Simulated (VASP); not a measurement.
P: single point with RPBE

P:

```
P
1.0
    -1.69151    2.51517    1.85894
     1.69151   -2.51517    1.85894
     1.69151    2.51517   -1.85894
P
2
Direct
  0.19669 0.94669 0.25000
  0.80331 0.05331 0.75000
```

- Program: VASP 6.6.1
- Task: single point
- Functional: RPBE
- Potentials or basis: VASP PAW PBE potentials, release 64 (P)
- Cutoff: 520 eV
- k mesh: 11 × 11 × 11
- Occupations: gaussian, width 0.1 eV
- Spin: no spin polarisation

| Quantity | Value |
| --- | --- |
| Pressure | 3.8 GPa |
| Largest force | 0.339 eV/Å |
| Band gap on the k mesh | zero (band 5 reaches 9.47 eV, above the bottom of band 6 at 8.93 eV) |

Forces in eV/Å, atoms in the order of the input:
```
P    0.000  0.000  0.339
P    0.000  0.000 -0.339
```

Stress tensor (GPa, compression positive):
```
4.67 0.00 0.00
0.00 2.78 0.00
0.00 0.00 3.86
```

Levels at points of the mesh, in eV from the Fermi level:
| k point | band 2 | band 3 | band 4 | band 5 | band 6 | band 7 | band 8 | band 9 |
| --- | --- | --- | --- | --- | --- | --- | --- | --- |
| (0.00, 0.00, 0.00) | -3.22 | -3.12 | -2.96 | -2.30 | 1.35 | 2.29 | 4.08 | 5.04 |

Wall time 2.3 min on 1 thread of Intel Xeon 8259CL, with other jobs on the host, peak memory 0.19 GiB.

Caveat: the PAW data sets were made with another functional, which shifts forces and pressure a little.
